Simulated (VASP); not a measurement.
A run of VASP 6.6.1:

The input INCAR:

```
SYSTEM = I
PREC = Accurate ; ENCUT = 520
EDIFF = 1E-6 ; ISMEAR = -1
SIGMA = 0.05 ; LREAL = .False.
LASPH = .True. ; NELM = 150
ALGO = Normal ; ISIF = 2
LWAVE = .False. ; LCHARG = .False.
MAGMOM = 0 0 0 ; LORBIT = 11
LSORBIT = .True. ; GGA_COMPAT = .False.
LORBMOM = .True. ; GGA = PS
NBANDS = 18
```

KPOINTS

```
regular mesh
0
Gamma
  7 7 7
  0 0 0
```

The input POSCAR:

```
I
1.0
    0.0000000000      2.3656004428      3.9098401324
    2.1922454667      0.0000000000      3.9098401324
    2.1922454667      2.3656004428      0.0000000000
I
1
Direct
    0.0000000000      0.0000000000      0.0000000000
```

Potentials or basis: VASP PAW PBE potentials, release 64 (I).

Command:

```bash
$ cat potpaw_PBE.64/I/POTCAR > POTCAR
$ mpirun -np 1 vasp_ncl > vasp.out
```

Hardware: 1 thread of AMD EPYC 9R45 96-Core Processor (Zen 5) (shared host).

Task: How long does it take, and how much memory?

Result: It took 55 s on 1 thread of AMD EPYC 9R45 96-Core Processor (Zen 5) (shared host), peak memory 0.29 GiB. Counts: scf iterations 11, k points 64.
